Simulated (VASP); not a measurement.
A run of VASP 6.6.1 is set up as follows.

INCAR

```
PREC = Accurate
ENCUT = 600
EDIFF = 1E-6
ISMEAR = 0
SIGMA = 0.1
LREAL = False
LASPH = True
NELM = 120
ALGO = Normal
ISIF = 2
LWAVE = False
LCHARG = False
GGA = PE
NBANDS = 11
GGA_COMPAT = False
```

Contents of KPOINTS:

```
regular mesh
0
Gamma
  8 8 8
```

POSCAR

```
MgO
1.0
    0.0000000000      2.0970013900      2.0970013900
    2.0970013900      0.0000000000      2.0970013900
    2.0970013900      2.0970013900      0.0000000000
Mg O
1 1
Direct
    0.0000000000      0.0000000000      0.0000000000
    0.5000000000      0.5000000000      0.5000000000
```

Potentials or basis: VASP PAW PBE potentials, release 64 (Mg, O).

Run with:

```sh
$ cat potpaw_PBE.64/Mg/POTCAR potpaw_PBE.64/O/POTCAR > POTCAR
$ mpirun -np 1 vasp_std > vasp.out
```

(1) Estimate the pressure.

(2) What does it give for the band gap on the k mesh?

Results:

(1) 5.9 GPa.

(2) 4.85 eV.

Caveat: the cell stands under pressure.
